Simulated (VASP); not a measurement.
# Si2W in VASP: notebook

The runs below take Si2W through single point, relaxation of the atoms, with PBE.

All numbers are computed with VASP 6.6.1; they aren't measurements. Logs are shortened: lines on timing, memory, paths and dates and some standing lists are left out, and cuts for length are marked.

### 1 The cell of the first run

The cell holds a slab with vacuum, 6 atoms: a = 3.229 Å, b = 3.229 Å, c = 20.537 Å, α = 90.00°, β = 90.00°, γ = 90.00°.

### 2 Single point, PBE

The input, INCAR:

```
PREC = Accurate
ENCUT = 520
EDIFF = 1E-7
ISMEAR = 0
SIGMA = 0.1
LREAL = F
LASPH = T
NELM = 100
ALGO = Normal
ISIF = 2
LWAVE = F
LCHARG = F
LDIPOL = T
IDIPOL = 3
DIPOL = 0.5 0.5 0.498
GGA = PE
NBANDS = 31
```

The input, KPOINTS:

```
Automatic mesh
0
Gamma
  9 9 1
```

The input, POSCAR:

```
Si2W
1.0
    3.2290359795      0.0000000000      0.0000000000
    0.0000000000      3.2290359795      0.0000000000
    0.0000000000      0.0000000000     20.5367265632
Si W
4 2
Direct
    0.0000000000      0.0000000000      0.3408527634
    0.0000000000      0.0000000000      0.4676032415
    0.5000000000      0.5000000000      0.5295688849
    0.5000000000      0.5000000000      0.6542831302
    0.5000000000      0.5000000000      0.4042280024
    0.0000000000      0.0000000000      0.5924082372
```

Potentials or basis: VASP PAW PBE potentials, release 64 (Si, W_sv).

Run with:

```bash
$ cat potpaw_PBE.64/Si/POTCAR potpaw_PBE.64/W_sv/POTCAR > POTCAR
$ mpirun -np 1 vasp_std > vasp.out
```

OUTCAR:

```text
PREC = Accurate
   ENCUT = 520
   EDIFF = 1E-7
   ISMEAR = 0
   LREAL = F
   LASPH = T
   NELM = 100
   ISIF = 2
   GGA = PE

 ion  position               nearest neighbor table
   1  0.000  0.000  0.341-   2 2.60   5 2.63   5 2.63   5 2.63   5 2.63
   2  0.000  0.000  0.468-   6 2.56   1 2.60   3 2.61   3 2.61   3 2.61   3 2.61   5 2.63   5 2.63
                             5 2.63   5 2.63
   3  0.500  0.500  0.530-   4 2.56   5 2.57   2 2.61   2 2.61   2 2.61   2 2.61   6 2.62   6 2.62
                             6 2.62   6 2.62
   4  0.500  0.500  0.654-   3 2.56   6 2.61   6 2.61   6 2.61   6 2.61
   5  0.500  0.500  0.404-   3 2.57   1 2.63   1 2.63   1 2.63   1 2.63   2 2.63   2 2.63   2 2.63
                             2 2.63
   6  0.000  0.000  0.592-   2 2.56   4 2.61   4 2.61   4 2.61   4 2.61   3 2.62   3 2.62   3 2.62
                             3 2.62

  LATTYP: Found a simple tetragonal cell.
 ALAT       =     3.2290359795
 C/A-ratio  =     6.3600178795

  Lattice vectors:

 A1 = (   3.2290359795,   0.0000000000,   0.0000000000)
 A2 = (   0.0000000000,   3.2290359795,   0.0000000000)
 A3 = (   0.0000000000,   0.0000000000,  20.5367265632)

Analysis of symmetry for initial positions (statically):
=====================================================================
 Subroutine PRICEL returns:
 Original cell was already a primitive cell.

 Routine SETGRP: Setting up the symmetry group for a
 simple tetragonal supercell.

 Subroutine GETGRP returns: Found  8 space group operations
 (whereof  8 operations were pure point group operations)
 out of a pool of 16 trial point group operations.

The static configuration has the point symmetry C_4v.

Analysis of symmetry for dynamics (positions and initial velocities):
=====================================================================
 Subroutine PRICEL returns:
 Original cell was already a primitive cell.

 Routine SETGRP: Setting up the symmetry group for a
 simple tetragonal supercell.

 Subroutine GETGRP returns: Found  8 space group operations
 (whereof  8 operations were pure point group operations)
 out of a pool of 16 trial point group operations.

The dynamic configuration has the point symmetry C_4v.

 Subroutine INISYM returns: Found  8 space group operations
 (whereof  8 operations are pure point group operations),
 and found     1 'primitive' translations

----------------------------------------------------------------------------------------

                                     Primitive cell

  volume of cell :     214.1297

  direct lattice vectors                    reciprocal lattice vectors
     3.229035979  0.000000000  0.000000000     0.309689953  0.000000000  0.000000000
     0.000000000  3.229035979  0.000000000     0.000000000  0.309689953  0.000000000
     0.000000000  0.000000000 20.536726563     0.000000000  0.000000000  0.048693252

  length of vectors
     3.229035979  3.229035979 20.536726563     0.309689953  0.309689953  0.048693252

  position of ions in fractional coordinates (direct lattice)
     0.000000000  0.000000000  0.340852763
     0.000000000  0.000000000  0.467603242
     0.500000000  0.500000000  0.529568885
     0.500000000  0.500000000  0.654283130
     0.500000000  0.500000000  0.404228002
     0.000000000  0.000000000  0.592408237

  ion indices of the primitive-cell ions
   primitive index   ion index
                 1           1
                 2           2
                 3           3
                 4           4
                 5           5
                 6           6

----------------------------------------------------------------------------------------

 KPOINTS: Automatic mesh

Automatic generation of k-mesh.
 Grid dimensions read from file:
 generate k-points for:    9    9    1

 Generating k-lattice:

  Cartesian coordinates                     Fractional coordinates (reciprocal lattice)
     0.034409995  0.000000000  0.000000000     0.111111111  0.000000000  0.000000000
     0.000000000  0.034409995  0.000000000     0.000000000  0.111111111  0.000000000
     0.000000000  0.000000000  0.048693252     0.000000000  0.000000000  1.000000000

  Length of vectors
     0.034409995  0.034409995  0.048693252

  Shift w.r.t. Gamma in fractional coordinates (k-lattice)
     0.000000000  0.000000000  0.000000000

 Subroutine IBZKPT returns following result:
 ===========================================

 Found     15 irreducible k-points:

 Following reciprocal coordinates:
            Coordinates               Weight
  0.000000  0.000000  0.000000      1.000000
  0.111111  0.000000  0.000000      4.000000
  0.222222  0.000000  0.000000      4.000000
  0.333333  0.000000  0.000000      4.000000
  0.444444  0.000000  0.000000      4.000000
  0.111111  0.111111  0.000000      4.000000
  0.222222  0.111111  0.000000      8.000000
  0.333333  0.111111  0.000000      8.000000
  0.444444  0.111111  0.000000      8.000000
  0.222222  0.222222  0.000000      4.000000
  0.333333  0.222222  0.000000      8.000000
  0.444444  0.222222  0.000000      8.000000
  0.333333  0.333333  0.000000      4.000000
  0.444444  0.333333  0.000000      8.000000
  0.444444  0.444444  0.000000      4.000000
   k-points           NKPTS =     15   k-points in BZ     NKDIM =     15   number of bands    NBANDS=     31
   number of dos      NEDOS =    301   number of ions     NIONS =      6
   total plane-waves  NPLWV =  92160
   dimension x,y,z NGX =    24 NGY =   24 NGZ =  160
   dimension x,y,z NGXF=    48 NGYF=   48 NGZF=  320
   ions per type =               4   2
   NGX,Y,Z   is equivalent  to a cutoff of  12.36, 12.36, 12.95 a.u.
   NGXF,Y,Z  is equivalent  to a cutoff of  24.71, 24.71, 25.90 a.u.
 SYSTEM =  unknown system
   PREC   = accura    normal or accurate (medium, high low for compatibility)
   ISTART =      0    job   : 0-new  1-cont  2-samecut
   ICHARG =      2    charge: 1-file 2-atom 10-const
   ISPIN  =      1    spin polarized calculation?
   LNONCOLLINEAR =      F non collinear calculations
   LSORBIT =      F    spin-orbit coupling
   LASPH  =      T    aspherical Exc in radial PAW
   ENCUT  =  520.0 eV  38.22 Ry    6.18 a.u.   6.00  6.00 38.18*2*pi/ulx,y,z
   NELM   =    100;   NELMIN=  2; NELMDL= -5     # of ELM steps
   EDIFF  = 0.1E-06   stopping-criterion for ELM
   LREAL  =      F    real-space projection
   EDIFFG = 0.1E-05   stopping-criterion for IOM
   NSW    =      0    number of steps for IOM
   IBRION =     -1    ionic relax: 0-MD 1-quasi-New 2-CG
   NFREE  =      0    steps in history (QN), initial steepest desc. (CG)
   ISIF   =      2    stress and relaxation
   ISYM   =      2    0-nonsym 1-usesym 2-fastsym
   POTIM  = 0.5000    time-step for ionic-motion
   TEBEG  =    0.0;   TEEND  =   0.0 temperature during run
   PSTRESS=    0.0 pullay stress
   NELECT =      44.0000    total number of electrons
   NUPDOWN=      -1.0000    fix difference up-down
   EMIN   =  10.00;   EMAX   =-10.00  energy-range for DOS
   EFERMI =   0.00;   METHOD = LEGACY
   ISMEAR =     0;   SIGMA  =   0.10  broadening in eV -4-tet -1-fermi 0-gaus
   EFERMI_NEDOS =   21; number of points for ismear=-14 and -15
   IALGO  =     38    algorithm
   IMIX   =      4    mixing-type and parameters
     AMIX     =   0.40;   BMIX     =  1.00
     AMIX_MAG =   1.60;   BMIX_MAG =  1.00
  volume/ion in A,a.u.               =      35.69       240.84
  Fermi-wavevector in a.u.,A,eV,Ry     =   0.966051  1.825572 12.697699  0.933255
  Thomas-Fermi vector in A             =   2.095820
   LORBIT       =      0    0 simple, 1 ext, 2 COOP (PROOUT), +10 PAW based schemes
   GGA     = PE    functional components
   LHFCALC =     F    Hartree Fock is set to
   AEXX    =    0.0000 exact exchange contribution
   IVDW    =     0    specifies the selected vdW correction
   LEPSILON=     F    determine dielectric tensor
   LRPA    =     F    only Hartree local field effects (RPA)
 non-spin polarized calculation
 Gauss-broadening in eV      SIGMA  =   0.10
  energy-cutoff  :      520.00
  volume of cell :      214.13
 maximum number of plane-waves:      5812
   NGX = 13   NGY = 13   NGZ = 77

 dipolmoment           0.000000      0.000000      0.000531 electrons x Angstroem

 number of electron      43.9999998 magnetization

 dipolmoment           0.000000      0.000000     -0.002547 electrons x Angstroem

 Free energy of the ion-electron system (eV)
  ---------------------------------------------------
  ext. energy  EPLUGINS =         0.00000000
  ---------------------------------------------------
  free energy    TOTEN  =       -46.45989377 eV

  energy without entropy =      -46.43757060  energy(sigma->0) =      -46.44873218

 E-fermi :   1.6548     XC(G=0):  -5.7801

 val. band max:        1.6519794764   @ k =   0.4444   0.0000   0.0000
 cond. band min:       1.6824797536   @ k =   0.3333   0.0000   0.0000
 fundamental gap:      0.0305002772
 Fermi energy:         1.6547948730

 k-point     1 :       0.0000    0.0000    0.0000
  band No.  band energies     occupation
      1     -72.0832      2.00000
      2     -72.0691      2.00000
      3     -36.3293      2.00000
      4     -36.3149      2.00000
      5     -36.2968      2.00000
      6     -36.2968      2.00000
[... 23 lines left out ...]
     30       5.7557      0.00000
     31       5.9756      0.00000

 k-point     2 :       0.1111    0.0000    0.0000
  band No.  band energies     occupation
      1     -72.0824      2.00000
      2     -72.0683      2.00000
      3     -36.3265      2.00000
      4     -36.3208      2.00000
      5     -36.3185      2.00000
      6     -36.3123      2.00000
[... 23 lines left out ...]
     30       6.0504      0.00000
     31       6.0978      0.00000

 k-point     3 :       0.2222    0.0000    0.0000
  band No.  band energies     occupation
      1     -72.0804      2.00000
      2     -72.0662      2.00000
      3     -36.3811      2.00000
      4     -36.3796      2.00000
      5     -36.3191      2.00000
      6     -36.3060      2.00000
[... 23 lines left out ...]
     30       6.3145      0.00000
     31       6.6388      0.00000

 k-point     4 :       0.3333    0.0000    0.0000
  band No.  band energies     occupation
      1     -72.0780      2.00000
      2     -72.0639      2.00000
      3     -36.4489      2.00000
      4     -36.4481      2.00000
      5     -36.3107      2.00000
      6     -36.2988      2.00000
[... 23 lines left out ...]
     30       6.5028      0.00000
     31       6.5765      0.00000

 k-point     5 :       0.4444    0.0000    0.0000
  band No.  band energies     occupation
      1     -72.0765      2.00000
      2     -72.0623      2.00000
      3     -36.4927      2.00000
      4     -36.4924      2.00000
      5     -36.3053      2.00000
      6     -36.2942      2.00000
[... 23 lines left out ...]
     30       6.3080      0.00000
     31       6.3487      0.00000
[... 236 lines left out ...]
     30       5.5095      0.00000
     31       6.8407      0.00000

 k-point    13 :       0.3333    0.3333    0.0000
  band No.  band energies     occupation
      1     -72.0729      2.00000
      2     -72.0587      2.00000
      3     -36.4314      2.00000
      4     -36.4300      2.00000
      5     -36.4275      2.00000
      6     -36.4258      2.00000
[... 23 lines left out ...]
     30       6.2613      0.00000
     31       6.4517      0.00000

 k-point    14 :       0.4444    0.3333    0.0000
  band No.  band energies     occupation
      1     -72.0714      2.00000
      2     -72.0572      2.00000
      3     -36.4716      2.00000
      4     -36.4709      2.00000
      5     -36.4234      2.00000
      6     -36.4222      2.00000
[... 23 lines left out ...]
     30       5.8575      0.00000
     31       6.5323      0.00000

 k-point    15 :       0.4444    0.4444    0.0000
  band No.  band energies     occupation
      1     -72.0699      2.00000
      2     -72.0557      2.00000
      3     -36.4660      2.00000
      4     -36.4654      2.00000
      5     -36.4644      2.00000
      6     -36.4638      2.00000
[... 23 lines left out ...]
     30       5.9162      0.00000
     31       6.2178      0.00000

------------------------ aborting loop because EDIFF is reached ----------------------------------------

 vacuum level on the upper side and lower side of the slab       (xc-potential included)        -0.096        -0.062

  FORCE on cell =-STRESS in cart. coord.  units (eV):
  Direction    XX          YY          ZZ          XY          YZ          ZX
  --------------------------------------------------------------------------------------
  -------------------------------------------------------------------------------------
  Total       -1.0176668     -1.0176668     -0.5497666      0.0000000      0.0000000     -0.0000000
  in kB       -7.6144615     -7.6144615     -4.1135039      0.0000000      0.0000000     -0.0000000
  external PRESSURE =      -6.4474756 kB  Pullay stress =       0.0000000 kB

 VOLUME and BASIS-vectors are now :
 -----------------------------------------------------------------------------
  energy-cutoff  :      520.00
  volume of cell :      214.13
      direct lattice vectors                 reciprocal lattice vectors
     3.229035979  0.000000000  0.000000000     0.309689953  0.000000000  0.000000000
     0.000000000  3.229035979  0.000000000     0.000000000  0.309689953  0.000000000
     0.000000000  0.000000000 20.536726563     0.000000000  0.000000000  0.048693252

 POSITION                                       TOTAL-FORCE (eV/Angst)
 -----------------------------------------------------------------------------------
      0.00000      0.00000      7.00000         0.000000      0.000000      0.183448
      0.00000      0.00000      9.60304         0.000000      0.000000     -0.230871
      1.61452      1.61452     10.87561        -0.000000      0.000000     -0.002753
      1.61452      1.61452     13.43683         0.000000      0.000000      0.015478
      1.61452      1.61452      8.30152         0.000000     -0.000000      0.048092
      0.00000      0.00000     12.16613         0.000000      0.000000     -0.013394
 -----------------------------------------------------------------------------------
    total drift:                                0.000000      0.000000     -0.000021

  FREE ENERGIE OF THE ION-ELECTRON SYSTEM (eV)
  ---------------------------------------------------
  free  energy   TOTEN  =       -46.4598937687 eV

  energy  without entropy=      -46.4375705999  energy(sigma->0) =      -46.44873218

 vacuum level on the upper side and lower side of the slab         6.135         6.172
```

It took 1.8 min on 1 thread of Intel Xeon Platinum 8375C at 2.90GHz (Ice Lake), shared host; peak memory 0.33 GiB.

Results:

| Item | Value |
| --- | --- |
| Free energy | -46.4599 eV |
| Largest force | 0.231 eV/Å |
| Band gap on the k mesh | zero (bands 22 and 23 overlap by 0.87 eV) |

Forces in eV/Å, atoms in the order of the input:
```
Si   0.000  0.000  0.183
Si   0.000  0.000 -0.231
Si   0.000  0.000 -0.003
Si   0.000  0.000  0.015
W    0.000  0.000  0.048
W    0.000  0.000 -0.013
```

Caveat: spin-orbit coupling is left out, which moves the levels of the heavy elements.

[end of part 1 of 2]
